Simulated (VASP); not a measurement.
BaTiO3:

```
Ba Ti O
1.0
     4.07825    0.00000    0.00000
     0.00000    4.07825    0.00000
     0.00000    0.00000    4.09680
Ba Ti O
1 1 3
Direct
  0.00000 0.00000 0.00000
  0.50000 0.50000 0.49000
  0.00000 0.50000 0.51700
  0.50000 0.00000 0.51700
  0.50000 0.50000 0.01900
```

Base run:

- Program: VASP 6.6.1
- Functional: PBE
- Dispersion: D3(BJ)
- Potentials or basis: VASP PAW PBE potentials, release 64 (Ba_sv, Ti_sv, O)
- Cutoff: 520 eV
- k mesh: 7 × 7 × 7
- Occupations: fermi-dirac, width 0.05 eV
- Spin: no spin polarisation

Its results: band gap on the k mesh 1.74 eV, indirect (least direct gap 1.98 eV); pressure -7.9 GPa; largest force 0.611 eV/Å.

Question: The run is repeated on the same cell with these changes: functional from PBE to RPBE. What comes out?

Answer: Band gap on the k mesh 1.78 eV, indirect (least direct gap 2.01 eV); pressure -24.5 GPa; largest force 0.573 eV/Å.

Caveats: spin-orbit coupling is left out, which moves the levels of the heavy elements; the PAW data sets were made with another functional, which shifts forces and pressure a little (some runs).

A k mesh can miss the band edges.
